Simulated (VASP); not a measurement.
# SnGe2 (P6/mmm) in VASP: further runs

The runs below take SnGe2 through single point, with PBE.

All numbers are computed with VASP 6.6.1; they aren't measurements. Logs are shortened: lines on timing, memory, paths and dates and some standing lists are left out, and cuts for length are marked.

## (1) The cell of the first run

The structure is hexagonal, space group P6/mmm (No. 191). The conventional cell has a = 3.006 Å, b = 3.006 Å, c = 8.830 Å, α = 90.00°, β = 90.00°, γ = 120.00°. Sn (site symmetry 6/mmm) has 2 Ge at 3.00 Å and 6 Sn at 3.01 Å within 3.9 Å. Ge (site symmetry 6mm) has 7 Ge at 2.83 to 3.01 Å and 1 Sn at 3.00 Å within 3.7 Å.

The cell was generated, and may not be a known phase.

## (2) Single point, PBE

Contents of INCAR:

```
  PREC = Accurate
  ENCUT = 500
  EDIFF = 1E-6
  ISMEAR = 0
  SIGMA = 0.2
  LREAL = F
  LASPH = T
  NELM = 120
  ALGO = Normal
  ISIF = 2
  LWAVE = F
  LCHARG = T
  GGA = PE
  LELF = T
  LVHAR = T
  NBANDS = 28
  GGA_COMPAT = F
```

Contents of KPOINTS:

```
regular mesh
0
Gamma
  6 6 3
```

Contents of POSCAR:

```
SnGe2
1.0
    3.0063645097      0.0000000000      0.0000000000
   -1.5031822548      2.6035880384      0.0000000000
    0.0000000000      0.0000000000      8.8301942832
Sn Ge
1 2
Direct
    0.0000000000      0.0000000000      0.0000000000
    0.0000000000      0.0000000000      0.3394761885
    0.0000000000      0.0000000000      0.6605238115
```

Potentials or basis: VASP PAW PBE potentials, release 64 (Sn_d, Ge_d).

Run with:

```bash
cat potpaw_PBE.64/Sn_d/POTCAR potpaw_PBE.64/Ge_d/POTCAR > POTCAR
mpirun -np 1 vasp_std > vasp.out
```

OUTCAR:

```text
PREC = Accurate
   ENCUT = 500
   EDIFF = 1E-6
   ISMEAR = 0
   LREAL = F
   LASPH = T
   NELM = 120
   ISIF = 2
   GGA = PE

 ion  position               nearest neighbor table
   1  0.000  0.000  0.000-   2 3.00   3 3.00
   2  0.000  0.000  0.339-   3 2.83   1 3.00
   3  0.000  0.000  0.661-   2 2.83   1 3.00

  LATTYP: Found a hexagonal cell.
 ALAT       =     3.0063645097
 C/A-ratio  =     2.9371668854

  Lattice vectors:

 A1 = (   3.0063645097,   0.0000000000,   0.0000000000)
 A2 = (  -1.5031822548,   2.6035880384,   0.0000000000)
 A3 = (   0.0000000000,   0.0000000000,   8.8301942832)

Analysis of symmetry for initial positions (statically):
=====================================================================
 Subroutine PRICEL returns:
 Original cell was already a primitive cell.

 Routine SETGRP: Setting up the symmetry group for a
 hexagonal supercell.

 Subroutine GETGRP returns: Found 24 space group operations
 (whereof 24 operations were pure point group operations)
 out of a pool of 24 trial point group operations.

The static configuration has the point symmetry D_6h.

Analysis of symmetry for dynamics (positions and initial velocities):
=====================================================================
 Subroutine PRICEL returns:
 Original cell was already a primitive cell.

 Routine SETGRP: Setting up the symmetry group for a
 hexagonal supercell.

 Subroutine GETGRP returns: Found 24 space group operations
 (whereof 24 operations were pure point group operations)
 out of a pool of 24 trial point group operations.

The dynamic configuration has the point symmetry D_6h.

 Subroutine INISYM returns: Found 24 space group operations
 (whereof 24 operations are pure point group operations),
 and found     1 'primitive' translations

----------------------------------------------------------------------------------------

                                     Primitive cell

  volume of cell :      69.1169

  direct lattice vectors                    reciprocal lattice vectors
[... 69 lines left out ...]
   PREC   = accura    normal or accurate (medium, high low for compatibility)
   ISTART =      0    job   : 0-new  1-cont  2-samecut
   ICHARG =      2    charge: 1-file 2-atom 10-const
   ISPIN  =      1    spin polarized calculation?
   LNONCOLLINEAR =      F non collinear calculations
   LSORBIT =      F    spin-orbit coupling
   LASPH  =      T    aspherical Exc in radial PAW
   ENCUT  =  500.0 eV  36.75 Ry    6.06 a.u.   5.48  5.48 16.10*2*pi/ulx,y,z
   NELM   =    120;   NELMIN=  2; NELMDL= -5     # of ELM steps
   EDIFF  = 0.1E-05   stopping-criterion for ELM
   LREAL  =      F    real-space projection
   EDIFFG = 0.1E-04   stopping-criterion for IOM
   NSW    =      0    number of steps for IOM
   IBRION =     -1    ionic relax: 0-MD 1-quasi-New 2-CG
   NFREE  =      0    steps in history (QN), initial steepest desc. (CG)
   ISIF   =      2    stress and relaxation
   ISYM   =      2    0-nonsym 1-usesym 2-fastsym
   POTIM  = 0.5000    time-step for ionic-motion
   TEBEG  =    0.0;   TEEND  =   0.0 temperature during run
   PSTRESS=    0.0 pullay stress
   NELECT =      42.0000    total number of electrons
   NUPDOWN=      -1.0000    fix difference up-down
   EMIN   =  10.00;   EMAX   =-10.00  energy-range for DOS
   EFERMI =   0.00;   METHOD = LEGACY
   ISMEAR =     0;   SIGMA  =   0.20  broadening in eV -4-tet -1-fermi 0-gaus
   EFERMI_NEDOS =   21; number of points for ismear=-14 and -15
   IALGO  =     38    algorithm
   IMIX   =      4    mixing-type and parameters
     AMIX     =   0.40;   BMIX     =  1.00
     AMIX_MAG =   1.60;   BMIX_MAG =  1.00
  volume/ion in A,a.u.               =      23.04       155.47
  Fermi-wavevector in a.u.,A,eV,Ry     =   1.386638  2.620367 26.160818  1.922766
  Thomas-Fermi vector in A             =   2.510935
   LORBIT       =      0    0 simple, 1 ext, 2 COOP (PROOUT), +10 PAW based schemes
   GGA     = PE    functional components
   LHFCALC =     F    Hartree Fock is set to
   AEXX    =    0.0000 exact exchange contribution
   IVDW    =     0    specifies the selected vdW correction
   LEPSILON=     F    determine dielectric tensor
   LRPA    =     F    only Hartree local field effects (RPA)
 non-spin polarized calculation
 Gauss-broadening in eV      SIGMA  =   0.20
  energy-cutoff  :      500.00
  volume of cell :       69.12
 maximum number of plane-waves:      1797
 NGX is ok and might be reduce to    24
   NGX = 11   NGY = 11   NGZ = 33

 number of electron      41.9999991 magnetization

 Free energy of the ion-electron system (eV)
  ---------------------------------------------------
  ext. energy  EPLUGINS =         0.00000000
  ---------------------------------------------------
  free energy    TOTEN  =       -12.16732865 eV

  energy without entropy =      -12.14970046  energy(sigma->0) =      -12.15851455

 E-fermi :   6.7547     XC(G=0): -10.5444

 val. band max:        6.7481912427   @ k =   0.1667   0.0000   0.3333
 cond. band min:       7.1067118993   @ k =   0.1667   0.1667   0.0000
 fundamental gap:      0.3585206566
 Fermi energy:         6.7546742972

 k-point     1 :       0.0000    0.0000    0.0000
  band No.  band energies     occupation
      1     -18.1512      2.00000
      2     -18.1328      2.00000
      3     -18.1328      2.00000
      4     -18.1299      2.00000
      5     -18.1299      2.00000
      6     -18.0842      2.00000
[... 423 lines left out ...]
     27      11.8244      0.00000
     28      11.8244      0.00000

------------------------ aborting loop because EDIFF is reached ----------------------------------------

  FORCE on cell =-STRESS in cart. coord.  units (eV):
  Direction    XX          YY          ZZ          XY          YZ          ZX
  --------------------------------------------------------------------------------------
  -------------------------------------------------------------------------------------
  Total       -0.1694906     -0.1694906      0.0091878     -0.0000000      0.0000000     -0.0000000
  in kB       -3.9289099     -3.9289099      0.2129786     -0.0000000      0.0000000     -0.0000000
  external PRESSURE =      -2.5482804 kB  Pullay stress =       0.0000000 kB

 VOLUME and BASIS-vectors are now :
 -----------------------------------------------------------------------------
  energy-cutoff  :      500.00
  volume of cell :       69.12
      direct lattice vectors                 reciprocal lattice vectors
     3.006364510  0.000000000  0.000000000     0.332627663  0.192042671  0.000000000
    -1.503182255  2.603588038  0.000000000     0.000000000  0.384085341  0.000000000
     0.000000000  0.000000000  8.830194283     0.000000000  0.000000000  0.113247791

 POSITION                                       TOTAL-FORCE (eV/Angst)
 -----------------------------------------------------------------------------------
      0.00000      0.00000      0.00000        -0.000000     -0.000000      0.000000
      0.00000      0.00000      2.99764         0.000000      0.000000     -0.019100
      0.00000      0.00000      5.83255         0.000000     -0.000000      0.019100
 -----------------------------------------------------------------------------------
    total drift:                                0.000000     -0.000000      0.000000

  FREE ENERGIE OF THE ION-ELECTRON SYSTEM (eV)
  ---------------------------------------------------
  free  energy   TOTEN  =       -12.1673286484 eV

  energy  without entropy=      -12.1497004572  energy(sigma->0) =      -12.15851455
```

OSZICAR:

```text
N       E                     dE             d eps       ncg     rms          rms(c)
DAV:   1     0.343230929340E+03    0.34323E+03   -0.21193E+04   872   0.350E+03
DAV:   2     0.442224274859E+02   -0.29901E+03   -0.29193E+03   784   0.689E+02
DAV:   3    -0.955026874926E+01   -0.53773E+02   -0.53047E+02   852   0.189E+02
DAV:   4    -0.121279097976E+02   -0.25776E+01   -0.25719E+01   916   0.477E+01
DAV:   5    -0.121923121300E+02   -0.64402E-01   -0.64394E-01  1036   0.771E+00    0.246E+00
DAV:   6    -0.121733936019E+02    0.18919E-01   -0.46509E-02  1012   0.257E+00    0.138E+00
DAV:   7    -0.121674846834E+02    0.59089E-02   -0.26696E-02  1028   0.197E+00    0.144E-01
DAV:   8    -0.121672984086E+02    0.18627E-03   -0.33725E-03   932   0.809E-01    0.353E-02
DAV:   9    -0.121673234047E+02   -0.24996E-04   -0.13072E-04   972   0.109E-01    0.174E-02
DAV:  10    -0.121673293950E+02   -0.59902E-05   -0.12697E-05   936   0.330E-02    0.406E-03
DAV:  11    -0.121673286484E+02    0.74651E-06   -0.14804E-06   660   0.955E-03
   1 F= -.12167329E+02 E0= -.12158515E+02  d E =-.176282E-01
```

stdout:

```text
POSCAR found type information on POSCAR SnGe
 POSCAR found :  2 types and       3 ions
 scaLAPACK will be used
 LDA part: xc-table for (Slater+PW92), standard interpolation
 POSCAR, INCAR and KPOINTS ok, starting setup
 FFT: planning ... GRIDC
 FFT: planning ... GRID_SOFT
 FFT: planning ... GRID
 WAVECAR not read
 entering main loop
```

It took 23 s on 1 thread of Intel Xeon 8259CL, shared host; peak memory 0.19 GiB.

What came out:

| Item | Value |
| --- | --- |
| Free energy | -12.1673 eV |
| Pressure | -0.3 GPa |
| Largest force | 0.019 eV/Å |
| Band gap on the k mesh | zero (bands 21 and 22 overlap by 6.93 eV) |

Forces on the atoms (eV/Å):
```
Sn   0.000  0.000  0.000
Ge   0.000  0.000 -0.019
Ge   0.000  0.000  0.019
```

Levels at points of the mesh, in eV from the Fermi level:
```
           k point  band 18  band 19  band 20  band 21  band 22  band 23  band 24  band 25
(0.00, 0.00, 0.00)   -10.39    -3.31    -3.15     4.58     7.20     7.20     8.38     8.38
(0.50, 0.00, 0.00)    -5.35    -5.15    -3.77    -3.29     0.64     0.85     3.66     4.84
```

Caveat: the k points lie up to 0.40 Å⁻¹ apart, too coarse for converged energies and pressures of a metal; spin-orbit coupling is left out, which moves the levels of the heavy elements.

## (3) Single point, PBE

This run uses another cell than the first one, of 22.58 Å³/atom.

Contents of INCAR:

```
SYSTEM = SnGe2
ALGO     = Normal         ! electronic algorithm
EDIFF    = 1E-6           ! SCF threshold, eV
ENCUT    = 500            ! plane-wave cutoff, eV
GGA      = PE             ! functional
GGA_COMPAT= .False.      
ISIF     = 2              ! what is computed and relaxed
ISMEAR   = 0              ! smearing method
LASPH    = .True.         ! aspherical terms in the spheres
LCHARG   = .False.        ! write CHGCAR
LREAL    = .False.        ! projectors in reciprocal space
LWAVE    = .False.        ! write WAVECAR
NBANDS   = 28             ! bands
NELM     = 120            ! most SCF steps
PREC     = Accurate       ! precision mode
SIGMA    = 0.2            ! smearing width, eV
```

Contents of KPOINTS:

```
k-points
0
Gamma
  5 5 5
  0 0 0
```

Contents of POSCAR:

```
SnGe2
1.0
    5.2618743798      0.0000000034      0.0000000000
   -2.6309371929      4.5569168828      0.0000000000
    0.0000000000      0.0000000000      2.8250548422
Sn Ge
1 2
Direct
    0.0000000000      0.0000000000      0.5000000000
    0.3333333333      0.6666666667      0.5000000000
    0.6666666667      0.3333333333      0.5000000000
```

Potentials or basis: VASP PAW PBE potentials, release 64 (Sn_d, Ge_d).

Run with:

```bash
cat potpaw_PBE.64/Sn_d/POTCAR potpaw_PBE.64/Ge_d/POTCAR > POTCAR
mpirun -np 1 vasp_std > vasp.out
```

Wall time 23 s (1 thread of Intel Xeon 8259CL, shared host); peak memory 0.19 GiB.

It converged, with:

* Free energy: -12.0925 eV
* Pressure: 0.2 GPa
* Band gap on the k mesh: zero (bands 21 and 22 overlap by 4.68 eV)

Stress tensor (GPa, compression positive):
```
 0.38  0.00  0.00
 0.00  0.38  0.00
 0.00  0.00 -0.02
```

Levels at points of the mesh, in eV from the Fermi level:
| k point | band 20 | band 21 | band 22 | band 23 | band 24 | band 25 |
| --- | --- | --- | --- | --- | --- | --- |
| (0.00, 0.00, 0.00) | -2.85 | -2.74 | -2.74 | 6.22 | 7.45 | 7.45 |

Caveat: the k points lie up to 0.44 Å⁻¹ apart, too coarse for converged energies and pressures of a metal; spin-orbit coupling is left out, which moves the levels of the heavy elements.

## (4) Single point, PBE

This run uses another cell than the first one, of 21.87 Å³/atom.

INCAR: that of step 3 with these lines changed.

```diff
@@ -9,4 +9,6 @@
 LASPH    = .True.         ! aspherical terms in the spheres
-LCHARG   = .False.        ! write CHGCAR
+LCHARG   = .True.         ! write CHGCAR
+LELF     = .True.         ! ELF
 LREAL    = .False.        ! projectors in reciprocal space
+LVHAR    = .True.       
 LWAVE    = .False.        ! write WAVECAR
```

Contents of KPOINTS:

```
k-points
0
Gamma
  4 4 6
  0 0 0
```

Contents of POSCAR:

```
SnGe2
1.0
    5.0719949241      0.0000000000      0.0000000000
   -2.5359974621      4.3924764521      0.0000000000
    0.0000000000      0.0000000000      2.9453700151
Sn Ge
1 2
Direct
    0.0000000000      0.0000000000      0.0000000000
    0.6666666667      0.3333333333      0.5000000000
    0.3333333333      0.6666666667      0.5000000000
```

Run with:

```bash
cat potpaw_PBE.64/Sn_d/POTCAR potpaw_PBE.64/Ge_d/POTCAR > POTCAR
mpirun -np 1 vasp_std > vasp.out
```

Wall time 27 s (1 thread of Intel Xeon 8259CL, shared host); peak memory 0.19 GiB.

Results (log left out):

- Free energy: -12.1309 eV
- Pressure: -0.2 GPa
- Band gap on the k mesh: zero (bands 21 and 22 overlap by 4.45 eV)

Stress tensor (GPa, compression positive):
```
-0.28  0.00  0.00
 0.00 -0.28  0.00
 0.00  0.00 -0.01
```

Levels at points of the mesh, in eV from the Fermi level:
```
           k point  band 17  band 18  band 19  band 20  band 21  band 22  band 23  band 24  band 25  band 26
(0.00, 0.00, 0.00)    -6.74    -6.02    -3.03    -3.03    -2.98    -2.98     4.21     8.06     8.11     8.11
(0.50, 0.00, 0.00)   -10.33    -7.46    -5.07     0.78     0.92     2.69     2.82     4.18     5.75     6.29
(0.00, 0.00, 0.50)    -6.87    -3.74    -1.52    -0.86    -0.78    -0.69    -0.69     1.42     1.42     1.81
(0.50, 0.00, 0.50)    -6.65    -5.39    -4.41    -3.31    -1.80    -1.60     0.50     3.30     4.55     4.97
```

Caveat: spin-orbit coupling is left out, which moves the levels of the heavy elements.

## (5) The runs side by side

| cell | k mesh | gap on the mesh (eV) | pressure (GPa) |
| --- | --- | --- | --- |
| a = 3.006, b = 3.006, c = 8.830 Å, angles 90.0, 90.0, 120.0°, 3 atoms, atomic positions A | 6 × 6 × 3 | none | -0.3 |
| a = 5.262, b = 5.262, c = 2.825 Å, angles 90.0, 90.0, 120.0°, 3 atoms, atomic positions B | 5 × 5 × 5 | none | 0.2 |
| a = 5.072, b = 5.072, c = 2.945 Å, angles 90.0, 90.0, 120.0°, 3 atoms, atomic positions C | 4 × 4 × 6 | none | -0.2 |

Alike in all rows: task single point; level PBE; potentials or basis VASP PAW PBE potentials, release 64 (Sn_d, Ge_d); no spin polarisation; cutoff (eV) 500; smearing gaussian 0.2 eV.

Caveats: some runs use coarse meshes; spin-orbit coupling is left out, which moves the levels of the heavy elements.

Total energies depend on the potentials used, so only differences within one code and one set of settings carry meaning.

The gap in the log of VASP goes by the Fermi energy; the results here count the filled bands.